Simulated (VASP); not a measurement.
A run of VASP 6.6.1:

INCAR

```
SYSTEM = ZnC2
  PREC = Accurate
  ENCUT = 520
  EDIFF = 1E-6
  ISMEAR = 0
  SIGMA = 0.1
  LREAL = .False.
  LASPH = .True.
  NELM = 80
  ALGO = Normal
  ISIF = 2
  LWAVE = .False.
  LCHARG = .False.
  GGA = PE
  NBANDS = 17
```

Contents of KPOINTS:

```
regular mesh
0
Gamma
  6 6 6
  0 0 0
```

The input POSCAR:

```
ZnC2
1.0
    2.4922624481      0.0000000000      0.0000000000
   -1.2461312241      2.1583625929      0.0000000000
    0.0000000000      0.0000000000      7.8580064038
Zn C
1 2
Direct
    0.0000000000      0.0000000000      0.0000000000
    0.3333333333      0.6666666667      0.5000000000
    0.6666666667      0.3333333333      0.5000000000
```

Potentials or basis: VASP PAW PBE potentials, release 64 (Zn, C).

Command:

```bash
$ cat potpaw_PBE.64/Zn/POTCAR potpaw_PBE.64/C/POTCAR > POTCAR
$ mpirun -np 1 vasp_std > vasp.out
```

Hardware: 1 thread of Intel(R) Xeon(R) 6975P-C (Granite Rapids) (shared host).

How long does it take, and how much memory?

It took 10 s on 1 thread of Intel(R) Xeon(R) 6975P-C (Granite Rapids) (shared host), peak memory 0.16 GiB. Counts: scf iterations 15, k points 28.
